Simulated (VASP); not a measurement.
# Ti (P6_3/mmc) in VASP: single point with PBEsol+D4

Aim: the single point of Ti with PBEsol+D4.

All numbers are computed with VASP 6.6.1; they aren't measurements. Logs are shortened: lines on timing, memory, paths and dates and some standing lists are left out, and cuts for length are marked.

### Step 1. The cell of the first run

The structure is hexagonal, space group P6_3/mmc (No. 194). The conventional cell has a = 2.891 Å, b = 2.891 Å, c = 4.577 Å, α = 90.00°, β = 90.00°, γ = 120.00°. Ti (site symmetry -6m2) has 12 Ti at 2.83 to 2.89 Å within 3.7 Å.

### Step 2. Single point, PBEsol+D4

File INCAR:

```
SYSTEM = Ti
PREC = Accurate ; ENCUT = 500
EDIFF = 1E-6 ; ISMEAR = 0
SIGMA = 0.1 ; LREAL = .FALSE.
LASPH = .TRUE. ; NELM = 120
ALGO = Normal ; ISIF = 2
LWAVE = .FALSE. ; LCHARG = .TRUE.
GGA = PS ; IVDW = 13
LELF = .TRUE. ; LVHAR = .TRUE.
NBANDS = 19 ; GGA_COMPAT = .FALSE.
```

File KPOINTS:

```
Automatic mesh
0
G
  18 18 10
  0 0 0
```

File POSCAR:

```
Ti
1.0
    2.8909630706      0.0000000000      0.0000000000
   -1.4454815353      2.5036474606      0.0000000000
    0.0000000000      0.0000000000      4.5767780718
Ti
2
Direct
    0.3333333333      0.6666666667      0.2500000000
    0.6666666667      0.3333333333      0.7500000000
```

Potentials or basis: VASP PAW PBE potentials, release 64 (Ti_sv).

Run with:

```console
$ cat potpaw_PBE.64/Ti_sv/POTCAR > POTCAR
$ mpirun -np 1 vasp_std > vasp.out
```

OUTCAR:

```text
SYSTEM = Ti
   PREC = Accurate
   ENCUT = 500
   EDIFF = 1E-6
   ISMEAR = 0
   LREAL = .FALSE.
   LASPH = .TRUE.
   NELM = 120
   ISIF = 2
   GGA = PS
   IVDW = 13

 ion  position               nearest neighbor table
   1  0.333  0.667  0.250-   2 2.83   2 2.83   2 2.83   2 2.83   2 2.83   2 2.83
   2  0.667  0.333  0.750-   1 2.83   1 2.83   1 2.83   1 2.83   1 2.83   1 2.83

  LATTYP: Found a hexagonal cell.
 ALAT       =     2.8909630706
 C/A-ratio  =     1.5831326655

  Lattice vectors:

 A1 = (   2.8909630706,   0.0000000000,   0.0000000000)
 A2 = (  -1.4454815353,   2.5036474606,   0.0000000000)
 A3 = (   0.0000000000,   0.0000000000,   4.5767780718)

Analysis of symmetry for initial positions (statically):
=====================================================================
 Subroutine PRICEL returns:
 Original cell was already a primitive cell.

 Routine SETGRP: Setting up the symmetry group for a
 hexagonal supercell.

 Subroutine GETGRP returns: Found 24 space group operations
 (whereof 12 operations were pure point group operations)
 out of a pool of 24 trial point group operations.

The static configuration has the point symmetry D_3d.
 The point group associated with its full space group is D_6h.

Analysis of symmetry for dynamics (positions and initial velocities):
=====================================================================
 Subroutine PRICEL returns:
 Original cell was already a primitive cell.

 Routine SETGRP: Setting up the symmetry group for a
 hexagonal supercell.

 Subroutine GETGRP returns: Found 24 space group operations
 (whereof 12 operations were pure point group operations)
 out of a pool of 24 trial point group operations.

The dynamic configuration has the point symmetry D_3d.
 The point group associated with its full space group is D_6h.

 Subroutine INISYM returns: Found 24 space group operations
 (whereof 12 operations are pure point group operations),
 and found     1 'primitive' translations

----------------------------------------------------------------------------------------

                                     Primitive cell

  volume of cell :      33.1265

  direct lattice vectors                    reciprocal lattice vectors
     2.890963071  0.000000000  0.000000000     0.345905491  0.199708628  0.000000000
    -1.445481535  2.503647461  0.000000000     0.000000000  0.399417257  0.000000000
     0.000000000  0.000000000  4.576778072     0.000000000  0.000000000  0.218494317

  length of vectors
[... 81 lines left out ...]
   NELM   =    120;   NELMIN=  2; NELMDL= -5     # of ELM steps
   EDIFF  = 0.1E-05   stopping-criterion for ELM
   LREAL  =      F    real-space projection
   EDIFFG = 0.1E-04   stopping-criterion for IOM
   NSW    =      0    number of steps for IOM
   IBRION =     -1    ionic relax: 0-MD 1-quasi-New 2-CG
   NFREE  =      0    steps in history (QN), initial steepest desc. (CG)
   ISIF   =      2    stress and relaxation
   ISYM   =      2    0-nonsym 1-usesym 2-fastsym
   POTIM  = 0.5000    time-step for ionic-motion
   TEBEG  =    0.0;   TEEND  =   0.0 temperature during run
   PSTRESS=    0.0 pullay stress
   NELECT =      24.0000    total number of electrons
   NUPDOWN=      -1.0000    fix difference up-down
   EMIN   =  10.00;   EMAX   =-10.00  energy-range for DOS
   EFERMI =   0.00;   METHOD = LEGACY
   ISMEAR =     0;   SIGMA  =   0.10  broadening in eV -4-tet -1-fermi 0-gaus
   EFERMI_NEDOS =   21; number of points for ismear=-14 and -15
   IALGO  =     38    algorithm
   IMIX   =      4    mixing-type and parameters
     AMIX     =   0.40;   BMIX     =  1.00
     AMIX_MAG =   1.60;   BMIX_MAG =  1.00
  volume/ion in A,a.u.               =      16.56       111.77
  Fermi-wavevector in a.u.,A,eV,Ry     =   1.470348  2.778554 29.414740  2.161922
  Thomas-Fermi vector in A             =   2.585615
   LORBIT       =      0    0 simple, 1 ext, 2 COOP (PROOUT), +10 PAW based schemes
   GGA     = PS    functional components
   LHFCALC =     F    Hartree Fock is set to
   AEXX    =    0.0000 exact exchange contribution
   IVDW    =    13    specifies the selected vdW correction
   LEPSILON=     F    determine dielectric tensor
   LRPA    =     F    only Hartree local field effects (RPA)
 non-spin polarized calculation
 Gauss-broadening in eV      SIGMA  =   0.10
  energy-cutoff  :      500.00
  volume of cell :       33.13
 maximum number of plane-waves:       854
 NGX is ok and might be reduce to    24
   NGX = 11   NGY = 11   NGZ = 17

 number of electron      24.0000000 magnetization

 Free energy of the ion-electron system (eV)
  ---------------------------------------------------
  ext. energy  EPLUGINS =         0.00000000
  ---------------------------------------------------
  free energy    TOTEN  =       -16.68309166 eV

  energy without entropy =      -16.67395714  energy(sigma->0) =      -16.67852440

 E-fermi :   8.7256     XC(G=0): -11.8643

 val. band max:        8.7151240699   @ k =   0.0000   0.0000   0.4000
 cond. band min:       8.7361368214   @ k =   0.2778   0.2778   0.4000
 fundamental gap:      0.0210127514
 Fermi energy:         8.7256107408

 k-point     1 :       0.0000    0.0000    0.0000
  band No.  band energies     occupation
      1     -47.8340      2.00000
      2     -47.6647      2.00000
      3     -24.5849      2.00000
      4     -23.8307      2.00000
      5     -23.8307      2.00000
      6     -23.7471      2.00000
[... 505 lines left out ...]
      6     -24.0269      2.00000
[... 11 lines left out ...]
     18      12.4238      0.00000
     19      13.2257      0.00000

 [... further k-points ...]

------------------------ aborting loop because EDIFF is reached ----------------------------------------

  DFT-D4 for vdW energy calculation

  Edisp (eV):   -0.24584

  FORCE on cell =-STRESS in cart. coord.  units (eV):
  Direction    XX          YY          ZZ          XY          YZ          ZX
  --------------------------------------------------------------------------------------
  -------------------------------------------------------------------------------------
  Total      -0.05499    -0.05499    -0.05537    -0.00000     0.00000     0.00000
  in kB      -2.65969    -2.65969    -2.67791    -0.00000     0.00000     0.00000
  external pressure =       -2.67 kB  Pullay stress =        0.00 kB

 VOLUME and BASIS-vectors are now :
 -----------------------------------------------------------------------------
  energy-cutoff  :      500.00
  volume of cell :       33.13
      direct lattice vectors                 reciprocal lattice vectors
     2.890963071  0.000000000  0.000000000     0.345905491  0.199708628  0.000000000
    -1.445481535  2.503647461  0.000000000     0.000000000  0.399417257  0.000000000
     0.000000000  0.000000000  4.576778072     0.000000000  0.000000000  0.218494317

 POSITION                                       TOTAL-FORCE (eV/Angst)
 -----------------------------------------------------------------------------------
     -0.00000      1.66910      1.14419        -0.000000      0.000000      0.000000
      1.44548      0.83455      3.43258         0.000000     -0.000000      0.000000
 -----------------------------------------------------------------------------------
    total drift:                               -0.000000      0.000000     -0.000000

  FREE ENERGIE OF THE ION-ELECTRON SYSTEM (eV)
  ---------------------------------------------------
  free  energy   TOTEN  =       -16.9289363860 eV

  energy  without entropy=      -16.9198018605  energy(sigma->0) =      -16.92436912
```

stdout:

```text
POSCAR found type information on POSCAR Ti
 POSCAR found :  1 types and       2 ions
 scaLAPACK will be used
 -----------------------------------------------------------------------------
|                                                                             |
|                                                                             |
|     You enforced a specific xc type in the INCAR file but a different       |
|     I HOPE YOU KNOW WHAT YOU ARE DOING!                                     |
|                                                                             |
 -----------------------------------------------------------------------------

 LDA part: xc-table for (Slater+PW92), standard interpolation
 POSCAR, INCAR and KPOINTS ok, starting setup
 FFT: planning ... GRIDC
 FFT: planning ... GRID_SOFT
 FFT: planning ... GRID
 WAVECAR not read
 entering main loop
```

Run time: 53 s. Hardware: 1 thread of Intel Xeon Platinum 8488C (Sapphire Rapids), shared host; peak memory 0.23 GiB.

Results:

| Property | Result |
| --- | --- |
| Free energy | -16.9289 eV |
| Pressure | -0.3 GPa |
| Band gap on the k mesh | zero (band 12 reaches 9.51 eV, above the bottom of band 13 at 8.40 eV) |
| Dispersion energy per atom | -0.123 eV |

Levels at points of the mesh, in eV from the Fermi level:
| k point | band 8 | band 9 | band 10 | band 11 | band 12 | band 13 | band 14 | band 15 | band 16 | band 17 |
| --- | --- | --- | --- | --- | --- | --- | --- | --- | --- | --- |
| (0.00, 0.00, 0.00) | -32.44 | -6.33 | -2.82 | 0.79 | 0.79 | 0.91 | 0.92 | 1.33 | 1.33 | 1.69 |
| (0.50, 0.00, 0.00) | -32.52 | -2.42 | -2.31 | -1.99 | -0.58 | 0.47 | 0.66 | 1.24 | 3.55 | 3.79 |
| (0.00, 0.00, 0.50) | -32.50 | -4.40 | -4.40 | 0.08 | 0.08 | 0.69 | 0.69 | 0.69 | 0.69 | 2.96 |
| (0.50, 0.00, 0.50) | -32.62 | -2.69 | -2.69 | -0.88 | -0.88 | 1.46 | 1.46 | 1.81 | 1.81 | 3.70 |

Caveat: the PAW data sets were made with another functional, which shifts forces and pressure a little; pairwise dispersion overbinds metals, which lowers pressure and volume.
